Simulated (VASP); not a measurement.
Write the native input for VASP 6.6.1 that does the following.

```
Task                   : single point
Functional             : PBE
Potentials or basis    : VASP PAW PBE potentials, release 64 (Hf_pv, Pd, Se)
Cutoff                 : 520 eV
k mesh                 : 6 × 6 × 2
Occupations            : gaussian, width 0.1 eV
Spin                   : no spin polarisation
Dipole correction      : no
Further INCAR settings : ALGO = Normal; EDIFF = 1e-07; NBANDS = 31
```

The structure of HfPdSe4 lies in POSCAR:

```
HfPdSe4
1.0
    3.7620939282      0.0000000030      0.0000000000
   -1.8810469667      3.2580689117      0.0000000000
    0.0000000000      0.0000000000     13.1139129040
Hf Pd Se
1 1 4
Direct
    0.0000000000      0.0000000000      0.0000000000
    0.0000000000      0.0000000000      0.5000000000
    0.6666666667      0.3333333333      0.8794061338
    0.6666666667      0.3333333333      0.4017221920
    0.3333333333      0.6666666667      0.5982778080
    0.3333333333      0.6666666667      0.1205938662
```

The cell was generated, and may not be a known phase.

The input as run:

INCAR

```
SYSTEM = HfPdSe4
ALGO = Normal
EDIFF = 1E-7
ENCUT = 520
GGA = PE
ISIF = 2
ISMEAR = 0
LASPH = .TRUE.
LCHARG = .FALSE.
LREAL = .FALSE.
LWAVE = .FALSE.
NBANDS = 31
NELM = 80
PREC = Accurate
SIGMA = 0.1
```

KPOINTS

```
k-points
0
G
  6 6 2
  0 0 0
```

Potentials or basis: VASP PAW PBE potentials, release 64 (Hf_pv, Pd, Se).

Launch:

```console
$ cat potpaw_PBE.64/Hf_pv/POTCAR potpaw_PBE.64/Pd/POTCAR potpaw_PBE.64/Se/POTCAR > POTCAR
$ mpirun -np 1 vasp_std > vasp.out
```

Results of the run:

The pressure is -0.1 GPa. The largest force is 0.063 eV/Å. The band gap on the k mesh is 0.53 eV (least direct gap 0.97 eV).

Caveat: spin-orbit coupling is left out, which moves the levels of the heavy elements; this functional lacks dispersion, which binds layers or chains, so the pressure and a relaxed spacing across them are unreliable.

Wall time 47 s on 1 thread of Intel(R) Xeon(R) 6975P-C (Granite Rapids), with other jobs on the host, peak memory 0.29 GiB.
